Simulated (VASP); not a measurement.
Set up this calculation in VASP 6.6.1, as the native input.

| Property | Result |
| --- | --- |
| Task | single point |
| Functional | PBE |
| Potentials or basis | VASP PAW PBE potentials, release 64 (W_sv) |
| Cutoff | 520 eV |
| k mesh | 22 × 22 × 22 |
| Occupations | gaussian, width 0.15 eV |
| Spin | no spin polarisation |
| Dipole correction | no |
| Further INCAR settings | ALGO = Fast; EDIFF = 1e-06; NBANDS = 13 |

The structure of W lies in POSCAR:

```
W
1.0
   -2.1701551717      1.6056693984      1.6056693984
    1.6056693984     -2.1701551717      1.6056693984
    1.6056693984      1.6056693984     -2.1701551717
W
1
Direct
    0.0000000000      0.0000000000      0.0000000000
```

One way to write it, as run:

INCAR

```
PREC = Accurate
ENCUT = 520
EDIFF = 1E-6
ISMEAR = 0
SIGMA = 0.15
LREAL = False
LASPH = True
NELM = 100
ALGO = Fast
ISIF = 2
LWAVE = False
LCHARG = False
GGA = PE
NBANDS = 13
```

KPOINTS

```
Automatic mesh
0
Gamma
  22 22 22
```

Potentials or basis: VASP PAW PBE potentials, release 64 (W_sv).

Run with:

```bash
$ cat potpaw_PBE.64/W_sv/POTCAR > POTCAR
$ mpirun -np 1 vasp_std > vasp.out
```

It gave:

```yaml
Pressure: 236.6 GPa
Band_gap_on_the_k_mesh: zero (bands 7 and 8 overlap by 7.25 eV)
```

Caveat: atoms lie so close that the PAW spheres overlap strongly, which falsifies energies and pressures; the cell stands under pressure; spin-orbit coupling is left out, which moves the levels of the heavy elements.

It took 3.7 min on 1 thread of Intel Xeon 8259CL (shared host), peak memory 0.3 GiB.
